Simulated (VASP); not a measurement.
The system is WC.

```
W C
1.0
     0.00000    2.19268    2.19268
     2.19268    0.00000    2.19268
     2.19268    2.19268    0.00000
W C
1 1
Direct
  0.00000 0.00000 0.00000
  0.50000 0.50000 0.50000
```

| Property | Result |
| --- | --- |
| Program | VASP 6.6.1 |
| Task | relaxation of cell and atoms |
| Functional | PBEsol |
| Dispersion | D3(BJ) |
| Potentials or basis | VASP PAW PBE potentials, release 64 (W_sv, C) |
| Cutoff | 600 eV |
| k mesh | 11 × 11 × 11 |
| Occupations | gaussian, width 0.1 eV |
| Spin | no spin polarisation |

At the start: pressure -15.8 GPa; volume 10.54 Å³/atom.

Problem. How do energy, volume and symmetry change on relaxing?

Solution. Over 7 steps the energy falls by 22.6 meV/atom and the volume is 10.10 Å³/atom (-4.2 %); space group Fm-3m (No. 225, to 0.1 Å) before and after.

The path:
| step | energy change (eV) | largest force (eV/Å) | pressure (GPa) | volume (Å³) |
| --- | --- | --- | --- | --- |
| 1 | 0.0000 | 0.0000 | -15.83 | 21.08 |
| 2 | 0.3053 | 0.0000 | 57.93 | 18.06 |
| 3 | -0.0451 | 0.0000 | -0.70 | 20.24 |
| 4 | -0.0452 | 0.0000 | -0.15 | 20.21 |
| 5 | -0.0452 | 0.0000 | 0.20 | 20.19 |
| 6 | -0.0452 | 0.0000 | -0.42 | 20.22 |
| 7 | -0.0452 | 0.0000 | -0.01 | 20.20 |

Final structure:
```
W C
1.0
     0.00000    2.16171    2.16171
     2.16171    0.00000    2.16171
     2.16171    2.16171    0.00000
W C
1 1
Direct
  0.00000 0.00000 0.00000
  0.50000 0.50000 0.50000
```

Caveat: the highest band is partly filled, so the run has too few bands; the PAW data sets were made with another functional, which shifts forces and pressure a little.
